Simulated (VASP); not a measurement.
# Ga (Cmcm) in VASP: electric field gradients with PBE

Aim: the electric field gradients of Ga with PBE.

All numbers are computed with VASP 6.6.1; they aren't measurements. Logs are shortened: lines on timing, memory, paths and dates and some standing lists are left out, and cuts for length are marked.

### Step 1. The cell of the first run

The structure is orthorhombic, space group Cmcm (No. 63). The conventional cell has a = 2.900 Å, b = 8.130 Å, c = 3.170 Å, α = 90.00°, β = 90.00°, γ = 90.00°. Within 3.5 Å of Ga (site symmetry m2m) lie 10 Ga at 2.68 to 3.17 Å.

### Step 2. Electric field gradients, PBE

File INCAR:

```
  ALGO = Normal
  EDIFF = 1E-8
  ENCUT = 520
  GGA = PE
  ISIF = 2
  ISMEAR = -1
  LASPH = True
  LCHARG = False
  LEFG = True
  LREAL = False
  LWAVE = False
  NBANDS = 20
  NELM = 100
  PREC = Accurate
  SIGMA = 0.05
```

File KPOINTS:

```
k-points
0
Gamma
  15 15 13
```

File POSCAR:

```
Ga
1.0
    1.4500000000     -4.0650000000      0.0000000000
    1.4500000000      4.0650000000      0.0000000000
    0.0000000000      0.0000000000      3.1700000000
Ga
2
Direct
    0.8670000000      0.1330000000      0.2500000000
    0.1330000000      0.8670000000      0.7500000000
```

Potentials or basis: VASP PAW PBE potentials, release 64 (Ga_d).

Started as:

```bash
$ cat potpaw_PBE.64/Ga_d/POTCAR > POTCAR
$ mpirun -np 1 vasp_std > vasp.out
```

OUTCAR:

```text
EDIFF = 1E-8
   ENCUT = 520
   GGA = PE
   ISIF = 2
   ISMEAR = -1
   LASPH = True
   LREAL = False
   NELM = 100
   PREC = Accurate

 ion  position               nearest neighbor table
   1  0.867  0.133  0.250-   2 2.68   2 2.68   2 2.87   2 2.87   2 2.87   2 2.87
   2  0.133  0.867  0.750-   1 2.68   1 2.68   1 2.87   1 2.87   1 2.87   1 2.87

  LATTYP: Found a base centered orthorhombic cell.
 ALAT       =     2.9000000000
 B/A-ratio  =     2.8034482759
 C/A-ratio  =     1.0931034483

  Lattice vectors:

 A1 = (   1.4500000000,  -4.0650000000,   0.0000000000)
 A2 = (   1.4500000000,   4.0650000000,   0.0000000000)
 A3 = (   0.0000000000,   0.0000000000,   3.1700000000)

Analysis of symmetry for initial positions (statically):
=====================================================================
 Subroutine PRICEL returns:
 Original cell was already a primitive cell.

 Routine SETGRP: Setting up the symmetry group for a
 base centered orthorhombic supercell.

 Subroutine GETGRP returns: Found  8 space group operations
 (whereof  4 operations were pure point group operations)
 out of a pool of  8 trial point group operations.

The static configuration has the point symmetry C_2h.
 The point group associated with its full space group is D_2h.

Analysis of symmetry for dynamics (positions and initial velocities):
=====================================================================
 Subroutine PRICEL returns:
 Original cell was already a primitive cell.

 Routine SETGRP: Setting up the symmetry group for a
 base centered orthorhombic supercell.

 Subroutine GETGRP returns: Found  8 space group operations
 (whereof  4 operations were pure point group operations)
 out of a pool of  8 trial point group operations.

The dynamic configuration has the point symmetry C_2h.
 The point group associated with its full space group is D_2h.

 Subroutine INISYM returns: Found  8 space group operations
 (whereof  4 operations are pure point group operations),
 and found     1 'primitive' translations

----------------------------------------------------------------------------------------

                                     Primitive cell

  volume of cell :      37.3695

  direct lattice vectors                    reciprocal lattice vectors
     1.450000000 -4.065000000  0.000000000     0.344827586 -0.123001230  0.000000000
     1.450000000  4.065000000  0.000000000     0.344827586  0.123001230  0.000000000
     0.000000000  0.000000000  3.170000000     0.000000000  0.000000000  0.315457413

  length of vectors
     4.315868974  4.315868974  3.170000000     0.366108409  0.366108409  0.315457413

  position of ions in fractional coordinates (direct lattice)
     0.867000000  0.133000000  0.250000000
     0.133000000  0.867000000  0.750000000

  ion indices of the primitive-cell ions
   primitive index   ion index
                 1           1
                 2           2

----------------------------------------------------------------------------------------

 KPOINTS: k-points

Automatic generation of k-mesh.
 Grid dimensions read from file:
 generate k-points for:   15   15   13

 Generating k-lattice:

  Cartesian coordinates                     Fractional coordinates (reciprocal lattice)
     0.022988506 -0.008200082  0.000000000     0.066666667  0.000000000  0.000000000
     0.022988506  0.008200082  0.000000000     0.000000000  0.066666667  0.000000000
     0.000000000  0.000000000  0.024265955     0.000000000  0.000000000  0.076923077

  Length of vectors
     0.024407227  0.024407227  0.024265955

  Shift w.r.t. Gamma in fractional coordinates (k-lattice)
     0.000000000  0.000000000  0.000000000

 Subroutine IBZKPT returns following result:
 ===========================================

 Found    448 irreducible k-points:

 Following reciprocal coordinates:
            Coordinates               Weight
  0.000000  0.000000  0.000000      1.000000
  0.066667  0.000000  0.000000      4.000000
  0.133333  0.000000  0.000000      4.000000
  0.200000  0.000000  0.000000      4.000000
  0.266667  0.000000  0.000000      4.000000
  0.333333  0.000000  0.000000      4.000000
[... 16 lines left out ...]
  0.133333  0.133333  0.000000      2.000000
  0.200000  0.133333  0.000000      4.000000
 [... further k-points ...]
   k-points           NKPTS =    448   k-points in BZ     NKDIM =    448   number of bands    NBANDS=     20
   number of dos      NEDOS =    301   number of ions     NIONS =      2
   total plane-waves  NPLWV =  24576
   dimension x,y,z NGX =    32 NGY =   32 NGZ =   24
   dimension x,y,z NGXF=    64 NGYF=   64 NGZF=   48
   ions per type =               2
   NGX,Y,Z   is equivalent  to a cutoff of  12.33, 12.33, 12.59 a.u.
   NGXF,Y,Z  is equivalent  to a cutoff of  24.65, 24.65, 25.17 a.u.
 SYSTEM =  unknown system
   PREC   = accura    normal or accurate (medium, high low for compatibility)
   ISTART =      0    job   : 0-new  1-cont  2-samecut
   ICHARG =      2    charge: 1-file 2-atom 10-const
   ISPIN  =      1    spin polarized calculation?
   LNONCOLLINEAR =      F non collinear calculations
   LSORBIT =      F    spin-orbit coupling
   LASPH  =      T    aspherical Exc in radial PAW
   ENCUT  =  520.0 eV  38.22 Ry    6.18 a.u.   8.02  8.02  5.89*2*pi/ulx,y,z
   NELM   =    100;   NELMIN=  2; NELMDL= -5     # of ELM steps
   EDIFF  = 0.1E-07   stopping-criterion for ELM
   LREAL  =      F    real-space projection
   EDIFFG = 0.1E-06   stopping-criterion for IOM
   NSW    =      0    number of steps for IOM
   IBRION =     -1    ionic relax: 0-MD 1-quasi-New 2-CG
   NFREE  =      0    steps in history (QN), initial steepest desc. (CG)
   ISIF   =      2    stress and relaxation
   ISYM   =      2    0-nonsym 1-usesym 2-fastsym
   POTIM  = 0.5000    time-step for ionic-motion
   TEBEG  =    0.0;   TEEND  =   0.0 temperature during run
   PSTRESS=    0.0 pullay stress
   NELECT =      26.0000    total number of electrons
   NUPDOWN=      -1.0000    fix difference up-down
   EMIN   =  10.00;   EMAX   =-10.00  energy-range for DOS
   EFERMI =   0.00;   METHOD = LEGACY
   ISMEAR =    -1;   SIGMA  =   0.05  broadening in eV -4-tet -1-fermi 0-gaus
   EFERMI_NEDOS =   21; number of points for ismear=-14 and -15
   IALGO  =     38    algorithm
   IMIX   =      4    mixing-type and parameters
     AMIX     =   0.40;   BMIX     =  1.00
     AMIX_MAG =   1.60;   BMIX_MAG =  1.00
  volume/ion in A,a.u.               =      18.68       126.09
  Fermi-wavevector in a.u.,A,eV,Ry     =   1.450641  2.741314 28.631555  2.104360
  Thomas-Fermi vector in A             =   2.568230
   LORBIT       =      0    0 simple, 1 ext, 2 COOP (PROOUT), +10 PAW based schemes
   GGA     = PE    functional components
   LHFCALC =     F    Hartree Fock is set to
   AEXX    =    0.0000 exact exchange contribution
   IVDW    =     0    specifies the selected vdW correction
   LEPSILON=     F    determine dielectric tensor
   LRPA    =     F    only Hartree local field effects (RPA)
 non-spin polarized calculation
  energy-cutoff  :      520.00
  volume of cell :       37.37
 maximum number of plane-waves:      1025
   NGX = 17   NGY = 17   NGZ = 11

 number of electron      26.0000003 magnetization

 Free energy of the ion-electron system (eV)
  ---------------------------------------------------
  ext. energy  EPLUGINS =         0.00000000
  ---------------------------------------------------
  free energy    TOTEN  =        -5.76178104 eV

  energy without entropy =       -5.75476564  energy(sigma->0) =       -5.75827334

 E-fermi :   5.6451     XC(G=0): -11.0194

 val. band max:        5.6156781958   @ k =  -0.4667   0.0667   0.3846
 cond. band min:       5.6537805772   @ k =   0.4000   0.0667   0.3846
 fundamental gap:      0.0381023815
 Fermi energy:         5.6450861691

 k-point     1 :       0.0000    0.0000    0.0000
  band No.  band energies     occupation
      1      -9.5477      2.00000
      2      -9.5233      2.00000
      3      -9.4529      2.00000
      4      -9.4384      2.00000
      5      -9.2486      2.00000
      6      -9.2333      2.00000
[... 12 lines left out ...]
     19      16.9181      0.00000
     20      17.3914      0.00000

 k-point     2 :       0.0667    0.0000    0.0000
  band No.  band energies     occupation
      1      -9.5431      2.00000
      2      -9.5204      2.00000
      3      -9.4516      2.00000
      4      -9.4204      2.00000
      5      -9.2537      2.00000
      6      -9.2388      2.00000
[... 498 lines left out ...]
 k-point    24 :       0.2000    0.1333    0.0000
  band No.  band energies     occupation
      1      -9.4936      2.00000
      2      -9.4815      2.00000
      3      -9.4059      2.00000
      4      -9.3226      2.00000
      5      -9.3079      2.00000
      6      -9.2653      2.00000
[... 12 lines left out ...]
     19      18.7028      0.00000
     20      20.2930      0.00000

 [... further k-points ...]
[... 5 lines left out ...]
  --------------------------------------------------------------------------------------
  -------------------------------------------------------------------------------------
  Total        0.0174703      0.5249477      0.6202890      0.0000000     -0.0000000      0.0000000
  in kB        0.7490182     22.5065421     26.5941949      0.0000000     -0.0000000      0.0000000
  external PRESSURE =      16.6165851 kB  Pullay stress =       0.0000000 kB

 VOLUME and BASIS-vectors are now :
 -----------------------------------------------------------------------------
  energy-cutoff  :      520.00
  volume of cell :       37.37
      direct lattice vectors                 reciprocal lattice vectors
     1.450000000 -4.065000000  0.000000000     0.344827586 -0.123001230  0.000000000
     1.450000000  4.065000000  0.000000000     0.344827586  0.123001230  0.000000000
     0.000000000  0.000000000  3.170000000     0.000000000  0.000000000  0.315457413

 POSITION                                       TOTAL-FORCE (eV/Angst)
 -----------------------------------------------------------------------------------
      1.45000     -2.98371      0.79250         0.000000      0.200260     -0.000000
      1.45000      2.98371      2.37750         0.000000     -0.200260      0.000000
 -----------------------------------------------------------------------------------
    total drift:                                0.000000      0.000000     -0.000000

  FREE ENERGIE OF THE ION-ELECTRON SYSTEM (eV)
  ---------------------------------------------------
  free  energy   TOTEN  =        -5.7617810388 eV

  energy  without entropy=       -5.7547656375  energy(sigma->0) =       -5.75827334

 Electric field gradients (V/A^2)
---------------------------------------------------------------------
 ion       V_xx      V_yy      V_zz      V_xy      V_xz      V_yz
---------------------------------------------------------------------
   1       7.050   -23.999    16.949    -0.000     0.000    -0.000
   2       7.050   -23.999    16.949     0.000     0.000    -0.000
---------------------------------------------------------------------

 Electric field gradients after diagonalization (V/A^2)
 (convention: |V_zz| > |V_xx| > |V_yy|)
----------------------------------------------------------------------
 ion       V_xx      V_yy      V_zz     asymmetry (V_yy - V_xx)/ V_zz
----------------------------------------------------------------------
   1      16.949     7.050   -23.999       0.413
   2      16.949     7.050   -23.999       0.413
----------------------------------------------------------------------

           NMR quadrupolar parameters

 Cq : quadrupolar parameter    Cq=e*Q*V_zz/h
 eta: asymmetry parameters     (V_yy - V_xx)/ V_zz
 Q  : nuclear electric quadrupole moment in mb (millibarn)
----------------------------------------------------------------------
 ion       Cq(MHz)       eta       Q (mb)
----------------------------------------------------------------------
   1      -0.058       0.413       1.000
   2      -0.058       0.413       1.000
----------------------------------------------------------------------
```

It took 2.9 min on 1 thread of Intel Xeon Platinum 8259CL at 2.50GHz (Skylake/Cascade Lake), shared host; peak memory 0.37 GiB.

What came out:

* Free energy: -5.7618 eV
* Pressure: 1.7 GPa
* Largest force: 0.200 eV/Å
* Band gap on the k mesh: zero (band 13 reaches 10.66 eV, above the bottom of band 14 at 1.94 eV)

Forces in eV/Å, atoms in the order of the input:
```
Ga   0.000  0.200  0.000
Ga   0.000 -0.200  0.000
```

Stress tensor (GPa, compression positive):
```
0.07 0.00 0.00
0.00 2.25 0.00
0.00 0.00 2.66
```

Electric field gradients, principal values (V/Å²):
```
atom  least  middle  greatest (by size)
1 Ga  7.050  16.949             -23.999
2 Ga  7.050  16.949             -23.999
```

Caveat: without QUAD_EFG the Cq values of the log hold for a quadrupole moment of 1 mb, not for the nuclei.
